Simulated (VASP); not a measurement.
W, 1 atom in the cell. The structure is cubic, space group Im-3m (No. 229). Conventional cell: a = 3.135 Å, b = 3.135 Å, c = 3.135 Å, α = 90.00°, β = 90.00°, γ = 90.00°. W (site symmetry m-3m) has 14 W at 2.72 to 3.14 Å within 3.6 Å. 

| Property | Result |
| --- | --- |
| Program | VASP 6.6.1 |
| Task | single point |
| Functional | LDA |
| Potentials or basis | VASP PAW LDA potentials, release 64 (W_sv) |
| Cutoff | 520 eV |
| k mesh | 14 × 14 × 14 |
| Occupations | gaussian, width 0.1 eV |
| Spin | no spin polarisation |
| Dipole correction | no |
| Further INCAR settings | ALGO = Normal; EDIFF = 1e-06; NBANDS = 13 |

Potentials or basis: VASP PAW LDA potentials, release 64 (W_sv).

Command:

```console
$ cat potpaw_LDA.64/W_sv/POTCAR > POTCAR
$ mpirun -np 1 vasp_std > vasp.out
```

Hardware: 1 thread of AMD EPYC 9R45 96-Core Processor (Zen 5), with other jobs on the host.

Question: How long does it take, and how much memory?

Answer: Run time: 9.5 s on 1 thread of AMD EPYC 9R45 96-Core Processor (Zen 5) (shared host), peak memory 0.1 GiB. Counts: scf iterations 11, k points 104.
